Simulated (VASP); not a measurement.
Set up this calculation in VASP 6.6.1, as the native input.

```yaml
Task: single point
Functional: PBE
Potentials_or_basis: VASP PAW PBE potentials, release 64 (Mo_sv)
Cutoff: 500 eV
k_mesh: 18 × 18 × 18
Occupations: fermi-dirac, width 0.08 eV
Spin: no spin polarisation
Dipole_correction: no
Further_INCAR_settings: ALGO = Normal; EDIFF = 1e-06; NBANDS = 13
```

The structure of Mo lies in POSCAR:

```
Mo
1.0
   -1.4604331115      1.4604331115      1.4604331115
    1.4604331115     -1.4604331115      1.4604331115
    1.4604331115      1.4604331115     -1.4604331115
Mo
1
Direct
    0.0000000000      0.0000000000      0.0000000000
```

One way to write it, as run:

INCAR

```
ALGO = Normal
EDIFF = 1E-6
ENCUT = 500
GGA = PE
GGA_COMPAT = False
ISIF = 2
ISMEAR = -1
LASPH = True
LCHARG = True
LELF = True
LREAL = False
LVHAR = True
LWAVE = False
NBANDS = 13
NELM = 120
PREC = Accurate
SIGMA = 0.08
```

KPOINTS

```
k-points
0
Gamma
  18 18 18
```

Potentials or basis: VASP PAW PBE potentials, release 64 (Mo_sv).

The run is started by

```bash
$ cat potpaw_PBE.64/Mo_sv/POTCAR > POTCAR
$ mpirun -np 1 vasp_std > vasp.out
```

It gave:

- Pressure: 101.6 GPa
- Band gap on the k mesh: zero (bands 7 and 8 overlap by 7.33 eV)

Caveat: the cell stands under pressure.

Wall time 20 s on 1 thread of Intel Xeon 8259CL, with other jobs on the host, peak memory 0.14 GiB.
